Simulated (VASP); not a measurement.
# MnO2 (R-3m) in VASP: a series of runs, part 2 of 2

VASP 6.6.1.

### Step 3. Single point, PBEsol, collinear spin, ferromagnetic start

File INCAR:

```
PREC = Accurate
ENCUT = 700
EDIFF = 1E-6
ISMEAR = 0
SIGMA = 0.1
LREAL = False
LASPH = True
NELM = 200
ALGO = Normal
ISIF = 2
LWAVE = False
LCHARG = False
ISPIN = 2
MAGMOM = 2.74 0 0
LORBIT = 11
LMAXMIX = 4
GGA = PS
NBANDS = 24
GGA_COMPAT = False
```

File KPOINTS:

```
Automatic mesh
0
Gamma
  3 3 3
```

File POSCAR:

```
MnO2
1.0
    1.4284348394      0.8247072390      4.5839315268
   -1.4284348394      0.8247072390      4.5839315268
    0.0000000000     -1.6494144781      4.5839315268
Mn O
1 2
Direct
    0.0000000000      0.0000000000      0.0000000000
    0.2647807071      0.2647807071      0.2647807071
    0.7352192929      0.7352192929      0.7352192929
```

Potentials or basis: VASP PAW PBE potentials, release 64 (Mn_sv, O).

Started as:

```console
cat potpaw_PBE.64/Mn_sv/POTCAR potpaw_PBE.64/O/POTCAR > POTCAR
mpirun -np 1 vasp_std > vasp.out
```

OUTCAR:

```text
PREC = Accurate
   ENCUT = 700
   EDIFF = 1E-6
   ISMEAR = 0
   LREAL = False
   LASPH = True
   NELM = 200
   ISIF = 2
   ISPIN = 2
   LORBIT = 11
   GGA = PS

 ion  position               nearest neighbor table
   1  0.000  0.000  0.000-   3 1.90   2 1.90   3 1.90   3 1.90   2 1.90   2 1.90
   2  0.265  0.265  0.265-   1 1.90   1 1.90   1 1.90
   3  0.735  0.735  0.735-   1 1.90   1 1.90   1 1.90

  LATTYP: Found a trigonal (rhomboedric) cell.
 ALAT       =     4.8716523237
 COS(alpha) =     0.8280515398

  Lattice vectors:

 A1 = (   1.4284348394,   0.8247072390,   4.5839315268)
 A2 = (  -1.4284348394,   0.8247072390,   4.5839315268)
 A3 = (   0.0000000000,  -1.6494144781,   4.5839315268)

Analysis of symmetry for initial positions (statically):
=====================================================================
 Subroutine PRICEL returns:
 Original cell was already a primitive cell.

 Routine SETGRP: Setting up the symmetry group for a
[... 499 lines left out ...]
     23      23.6164      0.00000
     24      26.1147      0.00000

------------------------ aborting loop because EDIFF is reached ----------------------------------------

  FORCE on cell =-STRESS in cart. coord.  units (eV):
  Direction    XX          YY          ZZ          XY          YZ          ZX
  --------------------------------------------------------------------------------------
  -------------------------------------------------------------------------------------
  Total       -0.3225372     -0.3225372      0.0886583      0.0000000     -0.0000000      0.0000000
  in kB      -15.9492712    -15.9492712      4.3840997      0.0000000     -0.0000000      0.0000000
  external PRESSURE =      -9.1714809 kB  Pullay stress =       0.0000000 kB

 VOLUME and BASIS-vectors are now :
 -----------------------------------------------------------------------------
  energy-cutoff  :      700.00
  volume of cell :       32.40
      direct lattice vectors                 reciprocal lattice vectors
     1.428434839  0.824707239  4.583931527     0.350033468  0.202091917  0.072717782
    -1.428434839  0.824707239  4.583931527    -0.350033468  0.202091917  0.072717782
     0.000000000 -1.649414478  4.583931527     0.000000000 -0.404183833  0.072717782

 POSITION                                       TOTAL-FORCE (eV/Angst)
 -----------------------------------------------------------------------------------
      0.00000      0.00000      0.00000         0.000000      0.000000      0.000000
      0.00000     -0.00000      3.64121        -0.000000     -0.000000      0.013157
      0.00000     -0.00000     10.11058        -0.000000      0.000000     -0.013157
 -----------------------------------------------------------------------------------
    total drift:                               -0.000000     -0.000000      0.000000

  FREE ENERGIE OF THE ION-ELECTRON SYSTEM (eV)
  ---------------------------------------------------
  free  energy   TOTEN  =       -25.2276829015 eV

  energy  without entropy=      -25.2276829014  energy(sigma->0) =      -25.22768290

 total charge

# of ion       s       p       d       tot
------------------------------------------
    1        2.208   6.116   4.459  12.783
    2        1.572   3.411   0.000   4.983
    3        1.572   3.411   0.000   4.983
--------------------------------------------------
tot          5.352  12.938   4.459  22.748

 magnetization (x)

# of ion       s       p       d       tot
------------------------------------------
    1        0.025   0.018   2.706   2.750
    2        0.004   0.021   0.000   0.026
    3        0.004   0.021   0.000   0.026
--------------------------------------------------
tot          0.034   0.061   2.706   2.801
```

OSZICAR:

```text
N       E                     dE             d eps       ncg     rms          rms(c)
DAV:   1     0.377038086250E+03    0.37704E+03   -0.17144E+04   640   0.167E+03
DAV:   2    -0.623578762941E+01   -0.38327E+03   -0.36007E+03   584   0.501E+02
DAV:   3    -0.305685424206E+02   -0.24333E+02   -0.23873E+02   768   0.144E+02
DAV:   4    -0.324387284735E+02   -0.18702E+01   -0.18596E+01   944   0.350E+01
DAV:   5    -0.324466740339E+02   -0.79456E-02   -0.79441E-02   752   0.228E+00    0.281E+01
DAV:   6    -0.317269682289E+02    0.71971E+00   -0.75639E+01   808   0.116E+02    0.594E+01
DAV:   7    -0.254761600353E+02    0.62508E+01   -0.84685E+01   784   0.995E+01    0.999E+00
DAV:   8    -0.251938256941E+02    0.28233E+00   -0.23233E+00   840   0.210E+01    0.645E+00
DAV:   9    -0.252683665293E+02   -0.74541E-01   -0.24878E-01   952   0.605E+00    0.417E+00
DAV:  10    -0.252371946881E+02    0.31172E-01   -0.61600E-02   840   0.405E+00    0.211E+00
DAV:  11    -0.252292595900E+02    0.79351E-02   -0.20408E-02   864   0.238E+00    0.100E+00
DAV:  12    -0.252283481242E+02    0.91147E-03   -0.32077E-03   896   0.811E-01    0.442E-01
DAV:  13    -0.252277940560E+02    0.55407E-03   -0.11813E-03   896   0.525E-01    0.208E-01
DAV:  14    -0.252277214448E+02    0.72611E-04   -0.22036E-04   936   0.174E-01    0.108E-01
DAV:  15    -0.252276819313E+02    0.39513E-04   -0.13042E-04   920   0.157E-01    0.284E-02
DAV:  16    -0.252276829015E+02   -0.97017E-06   -0.97196E-06   808   0.267E-02
   1 F= -.25227683E+02 E0= -.25227683E+02  d E =-.157270E-09  mag=     3.0000
```

Run time: 34 s. Hardware: 1 thread of AMD EPYC 7R13 (Zen 3), shared host; peak memory 0.26 GiB.

What came out:

| Item | Value |
| --- | --- |
| Free energy | -25.2277 eV |
| Pressure | -0.9 GPa |
| Largest force | 0.013 eV/Å |
| Band gap on the k mesh | 0.84 eV |
| Net moment | 3.00 μB per cell |
| Site moments | Mn +2.75; O +0.03 μB |
| Valence electrons inside the program's atomic spheres | Mn 12.78; O 4.98 |

Forces on the atoms (eV/Å):
```
Mn   0.000  0.000  0.000
O    0.000  0.000  0.013
O    0.000  0.000 -0.013
```

Caveat: the k points lie up to 0.86 Å⁻¹ apart, too coarse for converged energies, forces and pressures; the PAW data sets were made with another functional, which shifts forces and pressure a little; a cell with one magnetic atom can't hold antiferromagnetic order, which such compounds often take.

### Step 4. Single point, PBE, collinear spin, ferromagnetic start

File INCAR:

```
PREC = Accurate ; ENCUT = 700
EDIFF = 1E-6 ; ISMEAR = 0
SIGMA = 0.1 ; LREAL = False
LASPH = True ; NELM = 200
ALGO = Normal ; ISIF = 2
LWAVE = False ; LCHARG = True
ISPIN = 2 ; MAGMOM = 4 0 0
LORBIT = 11 ; LMAXMIX = 4
GGA = PE ; LELF = True
LVHAR = True ; ISYM = 0
NBANDS = 24 ; GGA_COMPAT = False
```

File KPOINTS:

```
Automatic mesh
0
Gamma
  3 3 3
  0.5 0.5 0
```

File POSCAR:

```
MnO2
1.0
    1.4284348394      0.8247072390      4.5839315268
   -1.4284348394      0.8247072390      4.5839315268
    0.0000000000     -1.6494144781      4.5839315268
Mn O
1 2
Direct
    0.0000000000      0.0000000000      0.0000000000
    0.2643644900      0.2643644900      0.2643644900
    0.7356355100      0.7356355100      0.7356355100
```

Started as:

```console
cat potpaw_PBE.64/Mn_sv/POTCAR potpaw_PBE.64/O/POTCAR > POTCAR
mpirun -np 1 vasp_std > vasp.out
```

Wall time 3.4 min (1 thread of Intel Xeon 6975P-C (Granite Rapids), shared host); peak memory 0.34 GiB.

The run converged. Its results:

- Free energy: -24.0329 eV
- Pressure: 4.5 GPa
- Largest force: 0.175 eV/Å
- Band gap on the k mesh: 1.10 eV (least direct gap 1.18 eV)
- Net moment: 3.00 μB per cell
- Site moments: Mn +2.72; O +0.05 μB
- Valence electrons inside the program's atomic spheres: Mn 12.78; O 5.00

Forces on the atoms (eV/Å):
```
Mn   0.000  0.000  0.000
O    0.000  0.000 -0.175
O    0.000  0.000  0.175
```

Stress tensor (GPa, compression positive):
```
4.83 0.00 0.00
0.00 4.83 0.00
0.00 0.00 3.86
```

Levels at points of the mesh, in eV from the valence-band top:
Spin up:
```csv
k point,band 12,band 13,band 14,band 15,band 16,band 17,band 18,band 19
"(0.50, 0.50, 0.00)",-1.93,-1.79,-1.75,-1.05,2.36,2.88,11.17,12.45
"(0.50, 0.00, 0.50)",-1.93,-1.79,-1.75,-1.05,2.36,2.88,11.17,12.45
"(0.00, 0.50, 0.50)",-1.93,-1.79,-1.75,-1.05,2.36,2.88,11.17,12.45
```
Spin down:
| k point | band 9 | band 10 | band 11 | band 12 | band 13 | band 14 | band 15 | band 16 |
| --- | --- | --- | --- | --- | --- | --- | --- | --- |
| (0.50, 0.50, 0.00) | -4.20 | -2.80 | -2.74 | -1.74 | 1.10 | 1.68 | 1.98 | 3.79 |
| (0.50, 0.00, 0.50) | -4.20 | -2.80 | -2.74 | -1.74 | 1.10 | 1.68 | 1.98 | 3.79 |
| (0.00, 0.50, 0.50) | -4.20 | -2.80 | -2.74 | -1.74 | 1.10 | 1.68 | 1.98 | 3.79 |

Caveat: the k points lie up to 0.86 Å⁻¹ apart, too coarse for converged energies, forces and pressures; a shifted mesh leaves out Γ, where band edges can lie; a cell with one magnetic atom can't hold antiferromagnetic order, which such compounds often take. A k mesh can miss the band edges.

### Step 5. Single point, PBE, collinear spin, ferromagnetic start

File INCAR:

```
SYSTEM = MnO2
PREC = Accurate
ENCUT = 700
EDIFF = 1E-6
ISMEAR = 0
SIGMA = 0.1
LREAL = .False.
LASPH = .True.
NELM = 200
ALGO = Normal
ISIF = 2
LWAVE = .False.
LCHARG = .False.
ISPIN = 2
MAGMOM = 4 0 0
LORBIT = 11
LMAXMIX = 4
GGA = PE
ISYM = 0
NBANDS = 24
GGA_COMPAT = .False.
```

File KPOINTS:

```
regular mesh
0
Gamma
  2 6 7
  0 0 0
```

POSCAR is that of step 4.

Potentials or basis: VASP PAW PBE potentials, release 64 (Mn_sv, O).

Started as:

```console
cat potpaw_PBE.64/Mn_sv/POTCAR potpaw_PBE.64/O/POTCAR > POTCAR
mpirun -np 1 vasp_std > vasp.out
```

OUTCAR:

```text
SYSTEM = MnO2
   PREC = Accurate
   ENCUT = 700
   EDIFF = 1E-6
   ISMEAR = 0
   LREAL = .False.
   LASPH = .True.
   NELM = 200
   ISIF = 2
   ISPIN = 2
   LORBIT = 11
   GGA = PE
   ISYM = 0

 ion  position               nearest neighbor table
   1  0.000  0.000  0.000-   3 1.90   2 1.90   3 1.90   3 1.90   2 1.90   2 1.90
   2  0.264  0.264  0.264-   1 1.90   1 1.90   1 1.90
   3  0.736  0.736  0.736-   1 1.90   1 1.90   1 1.90

IMPORTANT INFORMATION: All symmetrisations will be switched off!
NOSYMM: (Re-)initialisation of all symmetry stuff for point group C_1.

----------------------------------------------------------------------------------------

[... 1489 lines left out ...]
      direct lattice vectors                 reciprocal lattice vectors
     1.428434839  0.824707239  4.583931527     0.350033468  0.202091917  0.072717782
    -1.428434839  0.824707239  4.583931527    -0.350033468  0.202091917  0.072717782
     0.000000000 -1.649414478  4.583931527     0.000000000 -0.404183833  0.072717782

 POSITION                                       TOTAL-FORCE (eV/Angst)
 -----------------------------------------------------------------------------------
      0.00000      0.00000      0.00000        -0.000001     -0.000000     -0.000004
      0.00000     -0.00000      3.63549         0.001789      0.000925     -0.196248
      0.00000     -0.00000     10.11631        -0.001788     -0.000925      0.196252
 -----------------------------------------------------------------------------------
    total drift:                               -0.000004      0.000001     -0.000035

  FREE ENERGIE OF THE ION-ELECTRON SYSTEM (eV)
  ---------------------------------------------------
  free  energy   TOTEN  =       -24.0215169679 eV

  energy  without entropy=      -24.0215169679  energy(sigma->0) =      -24.02151697

 total charge

# of ion       s       p       d       tot
------------------------------------------
    1        2.206   6.112   4.457  12.776
    2        1.578   3.425   0.000   5.003
    3        1.578   3.425   0.000   5.003
--------------------------------------------------
tot          5.362  12.962   4.457  22.781

 magnetization (x)

# of ion       s       p       d       tot
------------------------------------------
    1        0.024   0.018   2.683   2.725
    2        0.004   0.040   0.000   0.043
    3        0.004   0.040   0.000   0.043
--------------------------------------------------
tot          0.031   0.097   2.683   2.812
```

stdout:

```text
POSCAR found type information on POSCAR MnO
 POSCAR found :  2 types and       3 ions
 scaLAPACK will be used
 LDA part: xc-table for (Slater+PW92), standard interpolation
 -----------------------------------------------------------------------------
|                                                                             |
|           W    W    AA    RRRRR   N    N  II  N    N   GGGG   !!!           |
|           W    W   A  A   R    R  NN   N  II  NN   N  G    G  !!!           |
|           W    W  A    A  R    R  N N  N  II  N N  N  G       !!!           |
|           W WW W  AAAAAA  RRRRR   N  N N  II  N  N N  G  GGG   !            |
|           WW  WW  A    A  R   R   N   NN  II  N   NN  G    G                |
|           W    W  A    A  R    R  N    N  II  N    N   GGGG   !!!           |
|                                                                             |
|     Your reciprocal lattice and k-lattice belong to different lattice       |
|     classes:                                                                |
|                                                                             |
|        The reciprocal lattice is rhombohedral (trigonal),                   |
|        whereas your k-lattice is triclinic.                                 |
|                                                                             |
|     Results are often still useful ...                                      |
|                                                                             |
 -----------------------------------------------------------------------------

 POSCAR, INCAR and KPOINTS ok, starting setup
 FFT: planning ... GRIDC
 FFT: planning ... GRID_SOFT
 FFT: planning ... GRID
 WAVECAR not read
 entering main loop
```

Wall time 3.7 min (1 thread of Intel Xeon Platinum 8488C (Sapphire Rapids), shared host); peak memory 0.35 GiB.

Results:

| Quantity | Value |
| --- | --- |
| Free energy | -24.0215 eV |
| Pressure | 4.6 GPa |
| Largest force | 0.196 eV/Å |
| Band gap on the k mesh | 0.88 eV (least direct gap 0.98 eV) |
| Net moment | 3.00 μB per cell |
| Site moments | Mn +2.73; O +0.04 μB |
| Valence electrons inside the program's atomic spheres | Mn 12.78; O 5.00 |

Forces in eV/Å, atoms in the order of the input:
```
Mn   0.000  0.000  0.000
O    0.002  0.001 -0.196
O   -0.002 -0.001  0.196
```

Stress tensor (GPa, compression positive):
```
4.98 0.00 0.00
0.00 4.96 0.00
0.00 0.00 3.97
```

Caveat: the k points lie up to 0.68 Å⁻¹ apart; a cell with one magnetic atom can't hold antiferromagnetic order, which such compounds often take. A k mesh can miss the band edges.

### Step 6. Overview

```tsv
level	cell	k mesh	gap on the mesh (eV)	pressure (GPa)	moment (μB)	largest force (eV/Å)
PBE	as given, atomic positions A	6 × 6 × 6	0.89	4.6	3.00	0.19
PBEsol	as given, atomic positions B	3 × 3 × 3	0.84	-0.9	3.00	0.01
PBE	as given, atomic positions A	3 × 3 × 3, shifted	1.10	4.5	3.00	0.18
PBE	as given, atomic positions A	2 × 6 × 7	0.88	4.6	3.00	0.20
```

Alike in all rows: task single point; potentials or basis VASP PAW PBE potentials, release 64 (Mn_sv, O); spin collinear, ferromagnetic start; cutoff (eV) 700; smearing gaussian 0.1 eV.

Caveats: all runs use coarse meshes; a cell with one magnetic atom can't hold antiferromagnetic order, which such compounds often take; the PAW data sets were made with another functional, which shifts forces and pressure a little (at least some runs); a shifted mesh leaves out Γ, where band edges can lie (at least some runs).

Total energies depend on the potentials used, so only differences within one code and one set of settings carry meaning.
